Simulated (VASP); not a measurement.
Wanted: the native input for a VASP 6.6.1 run.

- Task: single point
- Functional: HSE06
- Potentials or basis: VASP PAW PBE potentials, release 64 (Ta_pv)
- Cutoff: 520 eV
- k mesh: 6 × 6 × 6
- Occupations: gaussian, width 0.05 eV
- Spin: no spin polarisation
- Dipole correction: no
- Grid for exact exchange (PRECFOCK): Normal
- Further INCAR settings: ALGO = Normal; EDIFF = 1e-06; NBANDS = 12
- Share of exact exchange: 0.25
- Screening parameter: 0.2079 1/Å

The system is Ta.

```
CELL_PARAMETERS angstrom
-1.71384 1.66380 1.60595
1.69320 -1.68230 1.60382
1.68622 1.65469 -1.62445
ATOMIC_POSITIONS crystal
Ta 0.00000 0.00000 0.00000
```

One way to write it, as run:

POSCAR

```
Ta
1.0
   -1.7138403400      1.6638007000      1.6059510000
    1.6932035700     -1.6823021200      1.6038156500
    1.6862236500      1.6546854300     -1.6244524300
Ta
1
Direct
    0.0000000000      0.0000000000      0.0000000000
```

INCAR.step1

```
SYSTEM = Ta
ALGO     = Normal         ! electronic algorithm
EDIFF    = 1E-5           ! SCF threshold, eV
ENCUT    = 520            ! plane-wave cutoff, eV
GGA      = PE             ! functional
ISIF     = 2              ! what is computed and relaxed
ISMEAR   = 0              ! smearing method
LASPH    = .True.         ! aspherical terms in the spheres
LREAL    = .False.        ! projectors in reciprocal space
LWAVE    = .True.         ! write WAVECAR
NBANDS   = 12             ! bands
NELM     = 100            ! most SCF steps
PREC     = Accurate       ! precision mode
SIGMA    = 0.05           ! smearing width, eV
```

INCAR.step2

```
SYSTEM = Ta
ALGO     = Normal         ! electronic algorithm
EDIFF    = 1E-6           ! SCF threshold, eV
ENCUT    = 520            ! plane-wave cutoff, eV
GGA      = PE             ! functional
HFSCREEN = 0.2079         ! screening, 1/A
ISIF     = 2              ! what is computed and relaxed
ISMEAR   = 0              ! smearing method
ISTART   = 1            
LASPH    = .True.         ! aspherical terms in the spheres
LCHARG   = .True.         ! write CHGCAR
LELF     = .True.         ! ELF
LHFCALC  = .True.         ! exact exchange
LREAL    = .False.        ! projectors in reciprocal space
LVHAR    = .True.       
LWAVE    = .False.        ! write WAVECAR
NBANDS   = 12             ! bands
NELM     = 100            ! most SCF steps
PREC     = Accurate       ! precision mode
PRECFOCK = Normal       
SIGMA    = 0.05           ! smearing width, eV
```

KPOINTS

```
k-points
0
Gamma
  6 6 6
  0 0 0
```

Potentials or basis: VASP PAW PBE potentials, release 64 (Ta_pv).

Run with:

```console
$ cat potpaw_PBE.64/Ta_pv/POTCAR > POTCAR
$ cp INCAR.step1 INCAR
$ mpirun -np 1 vasp_std > vasp.out
$ cp INCAR.step2 INCAR
$ mpirun -np 1 vasp_std > vasp.out
```

It gave:

```
Pressure               : 2.2 GPa
Band gap on the k mesh : zero (an odd number of electrons rules out a gap without spin polarisation)
```

Caveat: the k points lie up to 0.45 Å⁻¹ apart, too coarse for converged energies and pressures of a metal; the PAW data sets were made with another functional, which shifts forces and pressure a little; spin-orbit coupling is left out, which moves the levels of the heavy elements.

Run time: 71 min on 1 thread of AMD EPYC 7R13 Processor (Zen 3) (shared host), peak memory 0.23 GiB.
